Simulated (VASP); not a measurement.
# WS2: single point with r2SCAN

Slab: WS2, a slab with vacuum.

```
CELL_PARAMETERS angstrom
3.18141 0.00000 0.00000
-1.59071 2.75518 0.00000
0.00000 0.00000 23.68815
ATOMIC_POSITIONS crystal
W 0.33333 0.66667 0.63794
W 0.66667 0.33333 0.36206
S 0.33333 0.66667 0.29941
S 0.66667 0.33333 0.57527
S 0.33333 0.66667 0.43106
S 0.66667 0.33333 0.70692
```

This cell differs from its parent crystal: all S atoms moved +0.075 Å, as atom 3 along Cartesian [0 0 1].

```
Program                : VASP 6.6.1
Task                   : single point
Functional             : r2SCAN
Potentials or basis    : VASP PAW PBE potentials, release 64 (W_sv, S)
Cutoff                 : 520 eV
k mesh                 : 12 × 12 × 2
Occupations            : gaussian, width 0.05 eV
Spin                   : no spin polarisation
Dipole correction      : no
Further INCAR settings : ALGO = Normal; EDIFF = 1e-07; NBANDS = 35
```

The largest force is 2.498 eV/Å and the band gap on the k mesh is 1.47 eV, indirect (least direct gap 1.86 eV).

Forces in eV/Å, atoms in the order of the input:
```
W    0.000  0.000  2.498
W    0.000  0.000  2.497
S    0.000  0.000 -1.373
S    0.000  0.000 -1.367
S    0.000  0.000 -1.124
S    0.000  0.000 -1.130
```

Levels at points of the mesh, in eV from the valence-band top:
```
           k point  band 23  band 24  band 25  band 26  band 27  band 28  band 29  band 30
(0.00, 0.00, 0.00)    -2.04    -2.04    -0.43     0.00     2.47     2.47     2.53     2.53
(0.50, 0.00, 0.00)    -1.80    -1.73    -1.38    -1.30     2.58     2.64     3.00     3.10
(0.00, 0.00, 0.50)    -2.04    -2.04    -0.43     0.00     2.47     2.47     2.53     2.53
(0.50, 0.00, 0.50)    -1.80    -1.73    -1.38    -1.30     2.58     2.64     3.00     3.10
```

It took 27 min on 1 thread of Oxide Virtual Turin-like Processor, on a shared host, peak memory 0.46 GiB.

Caveat: the cell differs from its parent crystal (all S atoms moved +0.075 Å, as atom 3 along Cartesian [0 0 1]); the PAW data sets were made with another functional, which shifts forces and pressure a little; spin-orbit coupling is left out, which moves the levels of the heavy elements.
